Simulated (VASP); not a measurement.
# Mg (Fm-3m) in VASP: further runs

Runs on Mg. Level: PBE. Tasks: single point.

Everything below comes from runs of VASP 6.6.1. Logs are shortened: lines on timing, memory, paths and dates and some standing lists are left out, and cuts for length are marked.

## 1. The cell of the first run

The structure is cubic, space group Fm-3m (No. 225). Conventional cell: a = 4.522 Å, b = 4.522 Å, c = 4.522 Å, α = 90.00°, β = 90.00°, γ = 90.00°. Mg (site symmetry m-3m) has 12 Mg at 3.20 Å within 4.2 Å.

## 2. Single point, PBE

INCAR reads:

```
SYSTEM = Mg
  PREC = Accurate
  ENCUT = 600
  EDIFF = 1E-6
  ISMEAR = -1
  SIGMA = 0.1
  LREAL = .FALSE.
  LASPH = .TRUE.
  NELM = 120
  ALGO = Normal
  ISIF = 2
  LWAVE = .FALSE.
  LCHARG = .FALSE.
  GGA = PE
  NBANDS = 7
  GGA_COMPAT = .FALSE.
```

KPOINTS reads:

```
Automatic mesh
0
G
  4 4 4
  0 0 0
```

POSCAR reads:

```
Mg
1.0
   -2.2609472644      0.0000000000      2.2609472644
    0.0000000000      2.2609472644      2.2609472644
   -2.2609472644      2.2609472644      0.0000000000
Mg
1
Direct
    0.0000000000      0.0000000000      0.0000000000
```

Potentials or basis: VASP PAW PBE potentials, release 64 (Mg).

Started as:

```sh
$ cat potpaw_PBE.64/Mg/POTCAR > POTCAR
$ mpirun -np 1 vasp_std > vasp.out
```

OUTCAR:

```text
SYSTEM = Mg
   PREC = Accurate
   ENCUT = 600
   EDIFF = 1E-6
   ISMEAR = -1
   LREAL = .FALSE.
   LASPH = .TRUE.
   NELM = 120
   ISIF = 2
   GGA = PE

 ion  position               nearest neighbor table
   1  0.000  0.000  0.000-

  LATTYP: Found a face centered cubic cell.
 ALAT       =     4.5218945288

  Lattice vectors:

 A1 = (  -2.2609472644,   0.0000000000,   2.2609472644)
 A2 = (   0.0000000000,   2.2609472644,   2.2609472644)
 A3 = (  -2.2609472644,   2.2609472644,   0.0000000000)

Analysis of symmetry for initial positions (statically):
=====================================================================
 Subroutine PRICEL returns:
 Original cell was already a primitive cell.

 Routine SETGRP: Setting up the symmetry group for a
 face centered cubic supercell.

 Subroutine GETGRP returns: Found 48 space group operations
 (whereof 48 operations were pure point group operations)
 out of a pool of 48 trial point group operations.

The static configuration has the point symmetry O_h .

Analysis of symmetry for dynamics (positions and initial velocities):
=====================================================================
 Subroutine PRICEL returns:
 Original cell was already a primitive cell.

 Routine SETGRP: Setting up the symmetry group for a
 face centered cubic supercell.

 Subroutine GETGRP returns: Found 48 space group operations
 (whereof 48 operations were pure point group operations)
 out of a pool of 48 trial point group operations.

The dynamic configuration has the point symmetry O_h .

 Subroutine INISYM returns: Found 48 space group operations
 (whereof 48 operations are pure point group operations),
 and found     1 'primitive' translations

----------------------------------------------------------------------------------------

                                     Primitive cell

  volume of cell :      23.1154

  direct lattice vectors                    reciprocal lattice vectors
    -2.260947264  0.000000000  2.260947264    -0.221146246 -0.221146246  0.221146246
     0.000000000  2.260947264  2.260947264     0.221146246  0.221146246  0.221146246
    -2.260947264  2.260947264  0.000000000    -0.221146246  0.221146246 -0.221146246

  length of vectors
     3.197462285  3.197462285  3.197462285     0.383036534  0.383036534  0.383036534

  position of ions in fractional coordinates (direct lattice)
     0.000000000  0.000000000  0.000000000

  ion indices of the primitive-cell ions
   primitive index   ion index
                 1           1

----------------------------------------------------------------------------------------

 KPOINTS: Automatic mesh

Automatic generation of k-mesh.
 Grid dimensions read from file:
 generate k-points for:    4    4    4

 Generating k-lattice:

  Cartesian coordinates                     Fractional coordinates (reciprocal lattice)
    -0.055286562 -0.055286562  0.055286562     0.250000000  0.000000000  0.000000000
     0.055286562  0.055286562  0.055286562     0.000000000  0.250000000  0.000000000
    -0.055286562  0.055286562 -0.055286562     0.000000000  0.000000000  0.250000000

  Length of vectors
     0.095759134  0.095759134  0.095759134

  Shift w.r.t. Gamma in fractional coordinates (k-lattice)
     0.000000000  0.000000000  0.000000000

 Subroutine IBZKPT returns following result:
 ===========================================

 Found      8 irreducible k-points:

 Following reciprocal coordinates:
            Coordinates               Weight
  0.000000  0.000000  0.000000      1.000000
  0.250000  0.000000  0.000000      8.000000
  0.500000  0.000000  0.000000      4.000000
  0.250000  0.250000  0.000000      6.000000
  0.500000  0.250000  0.000000     24.000000
 -0.250000  0.250000  0.000000     12.000000
  0.500000  0.500000  0.000000      3.000000
 -0.250000  0.500000  0.250000      6.000000
   k-points           NKPTS =      8   k-points in BZ     NKDIM =      8   number of bands    NBANDS=      7
   number of dos      NEDOS =    301   number of ions     NIONS =      1
   total plane-waves  NPLWV =  21952
   dimension x,y,z NGX =    28 NGY =   28 NGZ =   28
   dimension x,y,z NGXF=    56 NGYF=   56 NGZF=   56
   ions per type =               1
   NGX,Y,Z   is equivalent  to a cutoff of  14.56, 14.56, 14.56 a.u.
   NGXF,Y,Z  is equivalent  to a cutoff of  29.12, 29.12, 29.12 a.u.
 SYSTEM =  Mg
   PREC   = accura    normal or accurate (medium, high low for compatibility)
   ISTART =      0    job   : 0-new  1-cont  2-samecut
   ICHARG =      2    charge: 1-file 2-atom 10-const
   ISPIN  =      1    spin polarized calculation?
   LNONCOLLINEAR =      F non collinear calculations
   LSORBIT =      F    spin-orbit coupling
   LASPH  =      T    aspherical Exc in radial PAW
   ENCUT  =  600.0 eV  44.10 Ry    6.64 a.u.   6.39  6.39  6.39*2*pi/ulx,y,z
   NELM   =    120;   NELMIN=  2; NELMDL= -5     # of ELM steps
   EDIFF  = 0.1E-05   stopping-criterion for ELM
   LREAL  =      F    real-space projection
   EDIFFG = 0.1E-04   stopping-criterion for IOM
   NSW    =      0    number of steps for IOM
   IBRION =     -1    ionic relax: 0-MD 1-quasi-New 2-CG
   NFREE  =      0    steps in history (QN), initial steepest desc. (CG)
   ISIF   =      2    stress and relaxation
   ISYM   =      2    0-nonsym 1-usesym 2-fastsym
   POTIM  = 0.5000    time-step for ionic-motion
   TEBEG  =    0.0;   TEEND  =   0.0 temperature during run
   PSTRESS=    0.0 pullay stress
   NELECT =       2.0000    total number of electrons
   NUPDOWN=      -1.0000    fix difference up-down
   EMIN   =  10.00;   EMAX   =-10.00  energy-range for DOS
   EFERMI =   0.00;   METHOD = LEGACY
   ISMEAR =    -1;   SIGMA  =   0.10  broadening in eV -4-tet -1-fermi 0-gaus
   EFERMI_NEDOS =   21; number of points for ismear=-14 and -15
   IALGO  =     38    algorithm
   IMIX   =      4    mixing-type and parameters
     AMIX     =   0.40;   BMIX     =  1.00
     AMIX_MAG =   1.60;   BMIX_MAG =  1.00
  volume/ion in A,a.u.               =      23.12       155.99
  Fermi-wavevector in a.u.,A,eV,Ry     =   0.724076  1.368306  7.133353  0.524287
  Thomas-Fermi vector in A             =   1.814455
   LORBIT       =      0    0 simple, 1 ext, 2 COOP (PROOUT), +10 PAW based schemes
   GGA     = PE    functional components
   LHFCALC =     F    Hartree Fock is set to
   AEXX    =    0.0000 exact exchange contribution
   IVDW    =     0    specifies the selected vdW correction
   LEPSILON=     F    determine dielectric tensor
   LRPA    =     F    only Hartree local field effects (RPA)
 non-spin polarized calculation
  energy-cutoff  :      600.00
  volume of cell :       23.12
 maximum number of plane-waves:       784
 NGX is ok and might be reduce to    28
   NGX = 13   NGY = 13   NGZ = 13

 number of electron       2.0000000 magnetization

 Free energy of the ion-electron system (eV)
  ---------------------------------------------------
  ext. energy  EPLUGINS =         0.00000000
  ---------------------------------------------------
  free energy    TOTEN  =        -1.64963550 eV

  energy without entropy =       -1.64214603  energy(sigma->0) =       -1.64589077

 E-fermi :   3.4398     XC(G=0):  -8.4693

 val. band max:        3.3795051287   @ k =   0.5000   0.5000   0.0000
 cond. band min:       4.0297228617   @ k =  -0.2500   0.5000   0.2500
 fundamental gap:      0.6502177329
 Fermi energy:         3.4397794393

 k-point     1 :       0.0000    0.0000    0.0000
  band No.  band energies     occupation
      1      -4.3046      2.00000
      2      14.9038      0.00000
      3      14.9038      0.00000
      4      14.9038      0.00000
      5      16.7978      0.00000
      6      16.7978      0.00000
      7      16.7978      0.00000

 k-point     2 :       0.2500    0.0000    0.0000
  band No.  band energies     occupation
      1      -2.9301      2.00000
      2       7.5136      0.00000
      3      13.7310      0.00000
      4      13.7310      0.00000
      5      16.0532      0.00000
      6      16.9726      0.00000
      7      16.9726      0.00000

 k-point     3 :       0.5000    0.0000    0.0000
  band No.  band energies     occupation
      1       0.8944      2.00000
      2       1.3010      2.00000
      3      13.8168      0.00000
      4      13.8168      0.00000
      5      14.6052      0.00000
      6      14.6052      0.00000
      7      16.0710      0.00000

 k-point     4 :       0.2500    0.2500    0.0000
  band No.  band energies     occupation
      1      -2.4762      2.00000
      2      10.4705      0.00000
      3      11.0327      0.00000
      4      11.0327      0.00000
      5      11.2643      0.00000
      6      14.0956      0.00000
      7      22.4627      0.00000

 k-point     5 :       0.5000    0.2500    0.0000
  band No.  band energies     occupation
      1       0.6336      2.00000
      2       4.1138      0.00236
      3       7.6821      0.00000
      4      10.6567      0.00000
      5      11.7907      0.00000
      6      18.0306      0.00000
      7      20.1539      0.00000

 k-point     6 :      -0.2500    0.2500    0.0000
  band No.  band energies     occupation
      1      -0.6828      2.00000
      2       5.7001      0.00000
      3       7.0197      0.00000
      4      12.6168      0.00000
      5      13.9979      0.00000
      6      18.4664      0.00000
      7      19.5345      0.00000

 k-point     7 :       0.5000    0.5000    0.0000
  band No.  band energies     occupation
      1       2.3705      1.99995
      2       3.3795      1.29257
      3       8.6685      0.00000
      4       9.4970      0.00000
      5       9.4970      0.00000
      6      12.3100      0.00000
      7      26.0101      0.00000

 k-point     8 :      -0.2500    0.5000    0.2500
  band No.  band energies     occupation
      1       4.0297      0.00547
      2       4.0297      0.00547
      3       4.5627      0.00003
      4       6.0796      0.00000
      5      17.5445      0.00000
      6      17.5445      0.00000
      7      18.4733      0.00000

------------------------ aborting loop because EDIFF is reached ----------------------------------------

  FORCE on cell =-STRESS in cart. coord.  units (eV):
  Direction    XX          YY          ZZ          XY          YZ          ZX
  --------------------------------------------------------------------------------------
  -------------------------------------------------------------------------------------
  Total       -0.0551906     -0.0551906     -0.0551906      0.0000000      0.0000000     -0.0000000
  in kB       -3.8253808     -3.8253808     -3.8253808      0.0000000      0.0000000     -0.0000000
  external PRESSURE =      -3.8253808 kB  Pullay stress =       0.0000000 kB

 VOLUME and BASIS-vectors are now :
 -----------------------------------------------------------------------------
  energy-cutoff  :      600.00
  volume of cell :       23.12
      direct lattice vectors                 reciprocal lattice vectors
    -2.260947264  0.000000000  2.260947264    -0.221146246 -0.221146246  0.221146246
     0.000000000  2.260947264  2.260947264     0.221146246  0.221146246  0.221146246
    -2.260947264  2.260947264  0.000000000    -0.221146246  0.221146246 -0.221146246

 POSITION                                       TOTAL-FORCE (eV/Angst)
 -----------------------------------------------------------------------------------
      0.00000      0.00000      0.00000         0.000000     -0.000000     -0.000000
 -----------------------------------------------------------------------------------
    total drift:                                0.000000     -0.000000     -0.000000

  FREE ENERGIE OF THE ION-ELECTRON SYSTEM (eV)
  ---------------------------------------------------
  free  energy   TOTEN  =        -1.6496355037 eV

  energy  without entropy=       -1.6421460338  energy(sigma->0) =       -1.64589077
```

Wall time 4 s (1 thread of AMD EPYC 7R43 (Zen 3), shared host); peak memory 0.11 GiB.

What came out:

* Free energy: -1.6496 eV
* Pressure: -0.4 GPa
* Band gap on the k mesh: zero (band 1 reaches 4.03 eV, above the bottom of band 2 at 1.30 eV)

Levels at points of the mesh, in eV from the Fermi level:
```tsv
k point	band 1	band 2	band 3	band 4	band 5
(0.00, 0.00, 0.00)	-7.74	11.46	11.46	11.46	13.36
(0.50, 0.00, 0.00)	-2.55	-2.14	10.38	10.38	11.17
(0.50, 0.50, 0.00)	-1.07	-0.06	5.23	6.06	6.06
```

Caveat: the k points lie up to 0.60 Å⁻¹ apart.

## 3. Single point, PBE

INCAR reads:

```
  PREC = Accurate
  ENCUT = 600
  EDIFF = 1E-6
  ISMEAR = -1
  SIGMA = 0.1
  LREAL = False
  LASPH = True
  NELM = 120
  ALGO = Normal
  ISIF = 2
  LWAVE = False
  LCHARG = False
  GGA = PE
  NBANDS = 7
  GGA_COMPAT = False
```

KPOINTS reads:

```
Automatic mesh
0
Gamma
  4 4 4
```

POSCAR is that of step 2.

Potentials or basis: VASP PAW PBE potentials, release 64 (Mg).

Started as:

```sh
$ cat potpaw_PBE.64/Mg/POTCAR > POTCAR
$ mpirun -np 1 vasp_std > vasp.out
```

Wall time 5.5 s (1 thread of AMD EPYC 7R43 (Zen 3), shared host); peak memory 0.12 GiB.

It converged, with:

| Property | Result |
| --- | --- |
| Free energy | -1.6496 eV |
| Pressure | -0.4 GPa |
| Band gap on the k mesh | zero (band 1 reaches 4.03 eV, above the bottom of band 2 at 1.30 eV) |

Levels at points of the mesh, in eV from the Fermi level:
```tsv
k point	band 1	band 2	band 3	band 4	band 5
(0.00, 0.00, 0.00)	-7.74	11.46	11.46	11.46	13.36
(0.50, 0.00, 0.00)	-2.55	-2.14	10.38	10.38	11.17
(0.50, 0.50, 0.00)	-1.07	-0.06	5.23	6.06	6.06
```

Caveat: the k points lie up to 0.60 Å⁻¹ apart.
